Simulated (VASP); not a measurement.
# Cd4Te (Im-3m) in VASP: a series of runs

Cd4Te is run at these levels: PBE; tasks: single point, relaxation of cell and atoms.

Everything below comes from runs of VASP 6.6.1. Logs are shortened: lines on timing, memory, paths and dates and some standing lists are left out, and cuts for length are marked.

## (1) The cell of the first run

The structure is cubic, space group Im-3m (No. 229). Conventional cell: a = 6.958 Å, b = 6.958 Å, c = 6.958 Å, α = 90.00°, β = 90.00°, γ = 90.00°. Cd (site symmetry -3m) has 2 Te at 3.01 Å and 6 Cd at 3.48 Å within 4.0 Å. Te (site symmetry m-3m) has 8 Cd at 3.01 Å within 4.0 Å.

## (2) Single point, PBE

Input file INCAR:

```
PREC = Accurate ; ENCUT = 520
EDIFF = 1E-6 ; ISMEAR = 0
SIGMA = 0.1 ; LREAL = F
LASPH = T ; NELM = 100
ALGO = Normal ; ISIF = 2
LWAVE = F ; LCHARG = T
GGA = PE ; LELF = T
LVHAR = T ; NBANDS = 35
```

Input file KPOINTS:

```
regular mesh
0
Gamma
  8 8 8
```

Input file POSCAR:

```
Cd4Te
1.0
   -3.4787684539      3.4787684539      3.4787684539
    3.4787684539     -3.4787684539      3.4787684539
    3.4787684539      3.4787684539     -3.4787684539
Cd Te
4 1
Direct
    0.5000000000      0.5000000000      0.5000000000
    0.5000000000      0.0000000000      0.0000000000
    0.0000000000      0.0000000000      0.5000000000
    0.0000000000      0.5000000000      0.0000000000
    0.0000000000      0.0000000000      0.0000000000
```

Potentials or basis: VASP PAW PBE potentials, release 64 (Cd, Te).

The run is started by

```
$ cat potpaw_PBE.64/Cd/POTCAR potpaw_PBE.64/Te/POTCAR > POTCAR
$ mpirun -np 1 vasp_std > vasp.out
```

OUTCAR:

```text
PREC = Accurate
   ENCUT = 520
   EDIFF = 1E-6
   ISMEAR = 0
   LREAL = F
   LASPH = T
   NELM = 100
   ISIF = 2
   GGA = PE

 ion  position               nearest neighbor table
   1  0.500  0.500  0.500-   5 3.01   5 3.01   4 3.48   2 3.48   2 3.48   4 3.48   3 3.48   3 3.48

   2  0.500  0.000  0.000-   5 3.01   5 3.01   4 3.48   1 3.48   1 3.48   3 3.48   3 3.48   4 3.48

   3  0.000  0.000  0.500-   5 3.01   5 3.01   4 3.48   1 3.48   2 3.48   4 3.48   2 3.48   1 3.48

   4  0.000  0.500  0.000-   5 3.01   5 3.01   3 3.48   1 3.48   2 3.48   3 3.48   1 3.48   2 3.48

   5  0.000  0.000  0.000-   1 3.01   2 3.01   3 3.01   4 3.01   3 3.01   4 3.01   2 3.01   1 3.01

  LATTYP: Found a body centered cubic cell.
 ALAT       =     6.9575369078

  Lattice vectors:

 A1 = (  -3.4787684539,   3.4787684539,   3.4787684539)
 A2 = (   3.4787684539,  -3.4787684539,   3.4787684539)
 A3 = (   3.4787684539,   3.4787684539,  -3.4787684539)

Analysis of symmetry for initial positions (statically):
=====================================================================
 Subroutine PRICEL returns:
 Original cell was already a primitive cell.

 Routine SETGRP: Setting up the symmetry group for a
 body centered cubic supercell.

 Subroutine GETGRP returns: Found 48 space group operations
 (whereof 48 operations were pure point group operations)
 out of a pool of 48 trial point group operations.

The static configuration has the point symmetry O_h .

Analysis of symmetry for dynamics (positions and initial velocities):
=====================================================================
 Subroutine PRICEL returns:
 Original cell was already a primitive cell.

 Routine SETGRP: Setting up the symmetry group for a
 body centered cubic supercell.

 Subroutine GETGRP returns: Found 48 space group operations
 (whereof 48 operations were pure point group operations)
 out of a pool of 48 trial point group operations.

The dynamic configuration has the point symmetry O_h .

 Subroutine INISYM returns: Found 48 space group operations
 (whereof 48 operations are pure point group operations),
 and found     1 'primitive' translations

----------------------------------------------------------------------------------------

                                     Primitive cell

  volume of cell :     168.3979

  direct lattice vectors                    reciprocal lattice vectors
    -3.478768454  3.478768454  3.478768454     0.000000000  0.143729026  0.143729026
     3.478768454 -3.478768454  3.478768454     0.143729026  0.000000000  0.143729026
     3.478768454  3.478768454 -3.478768454     0.143729026  0.143729026  0.000000000

  length of vectors
     6.025403710  6.025403710  6.025403710     0.203263537  0.203263537  0.203263537

  position of ions in fractional coordinates (direct lattice)
     0.500000000  0.500000000  0.500000000
     0.500000000  0.000000000  0.000000000
     0.000000000  0.000000000  0.500000000
     0.000000000  0.500000000  0.000000000
     0.000000000  0.000000000  0.000000000

  ion indices of the primitive-cell ions
   primitive index   ion index
                 1           1
                 2           2
                 3           3
                 4           4
                 5           5

----------------------------------------------------------------------------------------

 KPOINTS: regular mesh

Automatic generation of k-mesh.
 Grid dimensions read from file:
 generate k-points for:    8    8    8

 Generating k-lattice:

  Cartesian coordinates                     Fractional coordinates (reciprocal lattice)
     0.000000000  0.017966128  0.017966128     0.125000000  0.000000000  0.000000000
     0.017966128  0.000000000  0.017966128     0.000000000  0.125000000  0.000000000
     0.017966128  0.017966128  0.000000000     0.000000000  0.000000000  0.125000000

  Length of vectors
     0.025407942  0.025407942  0.025407942

  Shift w.r.t. Gamma in fractional coordinates (k-lattice)
     0.000000000  0.000000000  0.000000000

 Subroutine IBZKPT returns following result:
 ===========================================

 Found     29 irreducible k-points:

 Following reciprocal coordinates:
            Coordinates               Weight
  0.000000  0.000000  0.000000      1.000000
  0.125000  0.000000  0.000000     12.000000
  0.250000  0.000000  0.000000     12.000000
  0.375000  0.000000  0.000000     12.000000
  0.500000  0.000000  0.000000      6.000000
  0.125000  0.125000  0.000000     24.000000
[... 16 lines left out ...]
 -0.250000  0.250000  0.250000      6.000000
 -0.375000  0.375000  0.250000     24.000000
 [... further k-points ...]
   k-points           NKPTS =     29   k-points in BZ     NKDIM =     29   number of bands    NBANDS=     35
   number of dos      NEDOS =    301   number of ions     NIONS =      5
   total plane-waves  NPLWV = 110592
   dimension x,y,z NGX =    48 NGY =   48 NGZ =   48
   dimension x,y,z NGXF=    96 NGYF=   96 NGZF=   96
   ions per type =               4   1
   NGX,Y,Z   is equivalent  to a cutoff of  13.24, 13.24, 13.24 a.u.
   NGXF,Y,Z  is equivalent  to a cutoff of  26.49, 26.49, 26.49 a.u.
 SYSTEM =  unknown system
   PREC   = accura    normal or accurate (medium, high low for compatibility)
   ISTART =      0    job   : 0-new  1-cont  2-samecut
   ICHARG =      2    charge: 1-file 2-atom 10-const
   ISPIN  =      1    spin polarized calculation?
   LNONCOLLINEAR =      F non collinear calculations
   LSORBIT =      F    spin-orbit coupling
   LASPH  =      T    aspherical Exc in radial PAW
   ENCUT  =  520.0 eV  38.22 Ry    6.18 a.u.  11.20 11.20 11.20*2*pi/ulx,y,z
   NELM   =    100;   NELMIN=  2; NELMDL= -5     # of ELM steps
   EDIFF  = 0.1E-05   stopping-criterion for ELM
   LREAL  =      F    real-space projection
   EDIFFG = 0.1E-04   stopping-criterion for IOM
   NSW    =      0    number of steps for IOM
   IBRION =     -1    ionic relax: 0-MD 1-quasi-New 2-CG
   NFREE  =      0    steps in history (QN), initial steepest desc. (CG)
   ISIF   =      2    stress and relaxation
   ISYM   =      2    0-nonsym 1-usesym 2-fastsym
   POTIM  = 0.5000    time-step for ionic-motion
   TEBEG  =    0.0;   TEEND  =   0.0 temperature during run
   PSTRESS=    0.0 pullay stress
   NELECT =      54.0000    total number of electrons
   NUPDOWN=      -1.0000    fix difference up-down
   EMIN   =  10.00;   EMAX   =-10.00  energy-range for DOS
   EFERMI =   0.00;   METHOD = LEGACY
   ISMEAR =     0;   SIGMA  =   0.10  broadening in eV -4-tet -1-fermi 0-gaus
   EFERMI_NEDOS =   21; number of points for ismear=-14 and -15
   IALGO  =     38    algorithm
   IMIX   =      4    mixing-type and parameters
     AMIX     =   0.40;   BMIX     =  1.00
     AMIX_MAG =   1.60;   BMIX_MAG =  1.00
  volume/ion in A,a.u.               =      33.68       227.28
  Fermi-wavevector in a.u.,A,eV,Ry     =   1.120540  2.117513 17.083599  1.255609
  Thomas-Fermi vector in A             =   2.257187
   LORBIT       =      0    0 simple, 1 ext, 2 COOP (PROOUT), +10 PAW based schemes
   GGA     = PE    functional components
   LHFCALC =     F    Hartree Fock is set to
   AEXX    =    0.0000 exact exchange contribution
   IVDW    =     0    specifies the selected vdW correction
   LEPSILON=     F    determine dielectric tensor
   LRPA    =     F    only Hartree local field effects (RPA)
 non-spin polarized calculation
 Gauss-broadening in eV      SIGMA  =   0.10
  energy-cutoff  :      520.00
  volume of cell :      168.40
 maximum number of plane-waves:      4560
 NGX is ok and might be reduce to    48
   NGX = 23   NGY = 23   NGZ = 23

 number of electron      53.9999983 magnetization

 Free energy of the ion-electron system (eV)
  ---------------------------------------------------
  ext. energy  EPLUGINS =         0.00000000
  ---------------------------------------------------
  free energy    TOTEN  =        -4.61939524 eV

  energy without entropy =       -4.60754103  energy(sigma->0) =       -4.61346814

 E-fermi :   1.7436     XC(G=0):  -8.7496

 val. band max:        1.7174130231   @ k =   0.2500   0.0000   0.0000
 cond. band min:       1.7774319566   @ k =   0.3750   0.2500   0.0000
 fundamental gap:      0.0600189335
 Fermi energy:         1.7436356072

 k-point     1 :       0.0000    0.0000    0.0000
  band No.  band energies     occupation
      1     -10.8229      2.00000
      2      -7.2231      2.00000
      3      -7.2231      2.00000
      4      -7.0632      2.00000
      5      -7.0632      2.00000
      6      -7.0464      2.00000
[... 27 lines left out ...]
     34       6.5817      0.00000
     35       6.5817      0.00000

 k-point     2 :       0.1250    0.0000    0.0000
  band No.  band energies     occupation
      1     -10.7891      2.00000
      2      -7.2144      2.00000
      3      -7.2049      2.00000
      4      -7.0586      2.00000
      5      -7.0533      2.00000
      6      -7.0498      2.00000
[... 27 lines left out ...]
     34       6.1625      0.00000
     35       6.1783      0.00000

 k-point     3 :       0.2500    0.0000    0.0000
  band No.  band energies     occupation
      1     -10.7031      2.00000
      2      -7.1933      2.00000
      3      -7.1521      2.00000
      4      -7.1078      2.00000
      5      -7.0355      2.00000
      6      -7.0242      2.00000
[... 27 lines left out ...]
     34       6.6290      0.00000
     35       6.6363      0.00000

 k-point     4 :       0.3750    0.0000    0.0000
  band No.  band energies     occupation
      1     -10.6094      2.00000
      2      -7.2314      2.00000
      3      -7.1423      2.00000
      4      -7.0719      2.00000
      5      -7.0565      2.00000
      6      -7.0543      2.00000
[... 27 lines left out ...]
     34       5.9162      0.00000
     35       6.5069      0.00000

 k-point     5 :       0.5000    0.0000    0.0000
  band No.  band energies     occupation
      1     -10.5680      2.00000
      2      -7.2867      2.00000
      3      -7.1186      2.00000
      4      -7.0845      2.00000
      5      -7.0705      2.00000
      6      -7.0027      2.00000
[... 638 lines left out ...]
 k-point    22 :       0.2500    0.2500    0.2500
  band No.  band energies     occupation
      1     -10.5627      2.00000
      2      -7.1071      2.00000
      3      -7.1071      2.00000
      4      -7.1071      2.00000
      5      -6.9301      2.00000
      6      -6.9301      2.00000
[... 27 lines left out ...]
     34       5.7357      0.00000
     35       5.7357      0.00000

 k-point    23 :      -0.2500    0.2500    0.2500
  band No.  band energies     occupation
      1     -10.5778      2.00000
      2      -7.1978      2.00000
      3      -7.1620      2.00000
      4      -7.1620      2.00000
      5      -7.1180      2.00000
      6      -7.0528      2.00000
[... 27 lines left out ...]
     34       6.8475      0.00000
     35       6.8475      0.00000

 k-point    24 :      -0.3750    0.3750    0.2500
  band No.  band energies     occupation
      1     -10.4790      2.00000
      2      -7.2579      2.00000
      3      -7.2168      2.00000
      4      -7.1785      2.00000
      5      -7.1196      2.00000
      6      -7.0961      2.00000
[... 27 lines left out ...]
     34       6.7268      0.00000
     35       7.3987      0.00000

 [... further k-points ...]
[... 5 lines left out ...]
  --------------------------------------------------------------------------------------
  -------------------------------------------------------------------------------------
  Total        0.0911486      0.0911486      0.0911486     -0.0000000     -0.0000000      0.0000000
  in kB        0.8672093      0.8672093      0.8672093     -0.0000000     -0.0000000      0.0000000
  external PRESSURE =       0.8672093 kB  Pullay stress =       0.0000000 kB

 VOLUME and BASIS-vectors are now :
 -----------------------------------------------------------------------------
  energy-cutoff  :      520.00
  volume of cell :      168.40
      direct lattice vectors                 reciprocal lattice vectors
    -3.478768454  3.478768454  3.478768454     0.000000000  0.143729026  0.143729026
     3.478768454 -3.478768454  3.478768454     0.143729026  0.000000000  0.143729026
     3.478768454  3.478768454 -3.478768454     0.143729026  0.143729026  0.000000000

 POSITION                                       TOTAL-FORCE (eV/Angst)
 -----------------------------------------------------------------------------------
      1.73938      1.73938      1.73938        -0.000000      0.000000      0.000000
     -1.73938      1.73938      1.73938         0.000000     -0.000000     -0.000000
      1.73938      1.73938     -1.73938         0.000000      0.000000      0.000000
      1.73938     -1.73938      1.73938         0.000000     -0.000000     -0.000000
      0.00000      0.00000      0.00000        -0.000000      0.000000     -0.000000
 -----------------------------------------------------------------------------------
    total drift:                                0.000000      0.000000     -0.000000

  FREE ENERGIE OF THE ION-ELECTRON SYSTEM (eV)
  ---------------------------------------------------
  free  energy   TOTEN  =        -4.6193952396 eV

  energy  without entropy=       -4.6075410321  energy(sigma->0) =       -4.61346814
```

Run time: 96 s. Hardware: 1 thread of Intel Xeon Platinum 8488C (Sapphire Rapids), shared host; peak memory 0.39 GiB.

What came out:

```
Free energy            : -4.6194 eV
Pressure               : 0.1 GPa
Band gap on the k mesh : zero (band 27 reaches 3.00 eV, above the bottom of band 28 at 0.75 eV)
```

Caveat: spin-orbit coupling is left out, which moves the levels of the heavy elements.

## (3) Relaxation of cell and atoms, PBE

Input file INCAR:

```
ALGO = Normal
EDIFF = 1E-6
EDIFFG = -0.01
ENCUT = 600
GGA = PE
IBRION = 2
ISIF = 3
ISMEAR = 0
LASPH = T
LCHARG = F
LREAL = F
LWAVE = F
NELM = 100
NSW = 100
PREC = Accurate
SIGMA = 0.1
```

Input file KPOINTS:

```
k-points
0
Gamma
  8 8 8
```

POSCAR is that of step 2.

Potentials or basis: VASP PAW PBE potentials, release 64 (Cd, Te).

The run is started by

```
$ cat potpaw_PBE.64/Cd/POTCAR potpaw_PBE.64/Te/POTCAR > POTCAR
$ mpirun -np 1 vasp_std > vasp.out
```

Run time: 98 s. Hardware: 1 thread of Intel Xeon Platinum 8488C (Sapphire Rapids), shared host; peak memory 0.41 GiB.

The run converged. Its results:

| Quantity | Value |
| --- | --- |
| Free energy | -4.6181 eV |
| Pressure after relaxing | 0.0 GPa |
| Band gap on the k mesh | zero (band 27 reaches 3.00 eV, above the bottom of band 28 at 0.75 eV) |

Final structure:
```yaml
crystal:
  lattice:
    - [-3.47877, 3.47877, 3.47877]
    - [3.47877, -3.47877, 3.47877]
    - [3.47877, 3.47877, -3.47877]
  atoms:
    - { symbol: Cd, position: [0.50000, 0.50000, 0.50000] }
    - { symbol: Cd, position: [0.50000, 0.00000, 0.00000] }
    - { symbol: Cd, position: [0.00000, 0.00000, 0.50000] }
    - { symbol: Cd, position: [0.00000, 0.50000, 0.00000] }
    - { symbol: Te, position: [0.00000, 0.00000, 0.00000] }
```

Levels at points of the mesh, in eV from the Fermi level:
```tsv
k point	band 24	band 25	band 26	band 27	band 28	band 29	band 30	band 31
(0.00, 0.00, 0.00)	-4.01	-4.00	-1.00	-1.00	-1.00	0.94	0.94	0.94
(0.50, 0.00, 0.00)	-3.80	-3.00	-1.99	0.66	1.17	1.36	1.61	2.49
(0.50, 0.50, 0.50)	-4.80	-1.29	-1.29	1.26	1.26	1.26	1.99	2.07
```

Caveat: the relaxation stopped at its first step, so nothing moved; spin-orbit coupling is left out, which moves the levels of the heavy elements.

## (4) Single point, PBE

Input file INCAR:

```
ALGO = Normal
EDIFF = 1E-7
ENCUT = 520
GGA = PE
ISIF = 2
ISMEAR = 0
LASPH = T
LCHARG = F
LREAL = F
LWAVE = F
NBANDS = 35
NELM = 100
PREC = Accurate
SIGMA = 0.1
```

Input file KPOINTS:

```
k-points
0
Gamma
  4 4 4
```

POSCAR is that of step 3.

The run is started by

```
$ cat potpaw_PBE.64/Cd/POTCAR potpaw_PBE.64/Te/POTCAR > POTCAR
$ mpirun -np 1 vasp_std > vasp.out
```

Run time: 36 s. Hardware: 1 thread of Intel Xeon Platinum 8488C (Sapphire Rapids), shared host; peak memory 0.32 GiB.

The run converged. Its results:

* Free energy: -4.6537 eV
* Pressure: 0.3 GPa
* Band gap on the k mesh: zero (band 27 reaches 3.06 eV, above the bottom of band 28 at 0.75 eV)

Levels at points of the mesh, in eV from the Fermi level:
```tsv
k point	band 24	band 25	band 26	band 27	band 28	band 29	band 30	band 31
(0.00, 0.00, 0.00)	-3.54	-3.54	-0.60	-0.60	-0.60	1.31	1.31	1.31
(0.50, 0.00, 0.00)	-3.33	-2.61	-1.60	1.11	1.56	1.74	2.04	2.87
(0.50, 0.50, 0.50)	-4.38	-0.91	-0.91	1.70	1.70	1.70	2.38	2.48
```

Caveat: spin-orbit coupling is left out, which moves the levels of the heavy elements.

## (5) Relaxation of cell and atoms, PBE

This run uses another cell than the first one, of 24.88 Å³/atom, 0.739 times its volume.

Input file INCAR:

```
PREC = Accurate
ENCUT = 600
EDIFF = 1E-6
ISMEAR = 0
SIGMA = 0.1
LREAL = F
LASPH = T
NELM = 100
ALGO = Normal
ISIF = 3
LWAVE = F
LCHARG = F
GGA = PE
IBRION = 2
NSW = 90
EDIFFG = -0.04
```

Input file KPOINTS:

```
regular mesh
0
Gamma
  4 4 4
```

POSCAR: that of step 4 with these lines changed.

```diff
@@ -2,5 +2,5 @@
 1.0
-   -3.4787684539      3.4787684539      3.4787684539
-    3.4787684539     -3.4787684539      3.4787684539
-    3.4787684539      3.4787684539     -3.4787684539
+   -3.1445526900      3.1445526900      3.1445526900
+    3.1445526900     -3.1445526900      3.1445526900
+    3.1445526900      3.1445526900     -3.1445526900
 Cd Te
```

The run is started by

```
$ cat potpaw_PBE.64/Cd/POTCAR potpaw_PBE.64/Te/POTCAR > POTCAR
$ mpirun -np 1 vasp_std > vasp.out
```

Run time: 63 s. Hardware: 1 thread of Intel Xeon Platinum 8488C (Sapphire Rapids), shared host; peak memory 0.34 GiB.

It converged, with:

```yaml
Free_energy: -4.6459 eV
Relaxed_volume: 33.95 Å³/atom
Relaxed_cell: a = 6.041 Å, b = 6.041 Å, c = 6.041 Å, α = 109.47°, β = 109.47°, γ = 109.47°
Space_group_after_relaxing_to_0.05_Å: Im-3m (No. 229)
Energy_gained_by_relaxing: 313.0 meV/atom
Ionic_steps: 2
Pressure_after_relaxing: 0.1 GPa
Band_gap_on_the_k_mesh: zero (band 27 reaches 2.99 eV, above the bottom of band 28 at 0.70 eV)
```

Step by step:
```tsv
step	energy change (eV)	largest force (eV/Å)	pressure (GPa)	volume (Å³)
1	0.0000	0.0000	14.58	124.38
2	-1.5651	0.0000	0.11	169.73
```

Final structure:
```cif
data_structure
_symmetry_space_group_name_H-M 'P 1'
_symmetry_Int_Tables_number 1
_cell_length_a 6.0412
_cell_length_b 6.0412
_cell_length_c 6.0412
_cell_angle_alpha 109.471
_cell_angle_beta 109.471
_cell_angle_gamma 109.471
_cell_volume 169.73
loop_
_atom_site_label
_atom_site_type_symbol
_atom_site_fract_x
_atom_site_fract_y
_atom_site_fract_z
_atom_site_occupancy
Cd1 Cd 0.50000 0.50000 0.50000 1
Cd2 Cd 0.50000 0.00000 0.00000 1
Cd3 Cd 0.00000 0.00000 0.50000 1
Cd4 Cd 0.00000 0.50000 0.00000 1
Te1 Te 0.00000 0.00000 0.00000 1
```

Levels at points of the mesh, in eV from the Fermi level:
```csv
k point,band 24,band 25,band 26,band 27,band 28,band 29,band 30,band 31
"(0.00, 0.00, 0.00)",-3.52,-3.52,-0.62,-0.62,-0.62,1.31,1.31,1.31
"(0.50, 0.00, 0.00)",-3.31,-2.61,-1.61,1.08,1.55,1.73,1.99,2.86
"(0.50, 0.50, 0.50)",-4.37,-0.89,-0.89,1.66,1.66,1.66,2.47,2.47
```

Caveat: the volume moved by over 15 % at a fixed basis, so the end points are rough; spin-orbit coupling is left out, which moves the levels of the heavy elements.

## (6) Summary

```csv
task,cell,k mesh,cutoff (eV),gap on the mesh (eV),pressure (GPa)
single point,"a = 6.025 Å, angles 109.5°, 5 atoms",8 × 8 × 8,520,none,0.1
relaxation of cell and atoms,"relaxed from a = 6.025 Å, angles 109.5°, 5 atoms",8 × 8 × 8,600,none,0.0
single point,"a = 6.025 Å, angles 109.5°, 5 atoms",4 × 4 × 4,520,none,0.3
relaxation of cell and atoms,"relaxed from a = 5.447 Å, angles 109.5°, 5 atoms",4 × 4 × 4,600,none,0.1
```

Alike in all rows: level PBE; potentials or basis VASP PAW PBE potentials, release 64 (Cd, Te); no spin polarisation; smearing gaussian 0.1 eV.

Caveats: spin-orbit coupling is left out, which moves the levels of the heavy elements; the relaxation stopped at its first step, so nothing moved (some runs); the volume moved by over 15 % at a fixed basis, so the end points are rough (some runs).

Absolute energies hang on the potentials; compare differences alone.
